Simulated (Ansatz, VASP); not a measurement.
**Na3In: VASP beside Ansatz**

```
Na In
1.0
     0.00000    3.89046    3.89046
     3.89046    0.00000    3.89046
     3.89046    3.89046    0.00000
Na In
3 1
Direct
  0.25000 0.25000 0.25000
  0.75000 0.75000 0.75000
  0.50000 0.50000 0.50000
  0.00000 0.00000 0.00000
```

Alike in both runs: task single point; functional LDA; k mesh 6 × 6 × 6; no spin polarisation.

```csv
,VASP,Ansatz
version,VASP 6.6.1,Ansatz 0.2.0
potentials or method,"VASP PAW LDA potentials, release 64 (Na_pv, In_d)","plane waves, PAW"
plane-wave cutoff (eV),500,420
occupations,"gaussian, width 0.1 eV",gaussian
valence electrons in the cell,34,40
```

```tsv
	VASP	Ansatz	Ansatz less VASP
pressure (GPa)	-1.3	-1.3	0.00
```

LDA's correlation is that of Perdew and Zunger in VASP and of Perdew and Wang (1992) in Ansatz. VASP's potentials hold 34 valence electrons a cell and Ansatz's 40, so a difference there can come from the potentials and not from the codes.
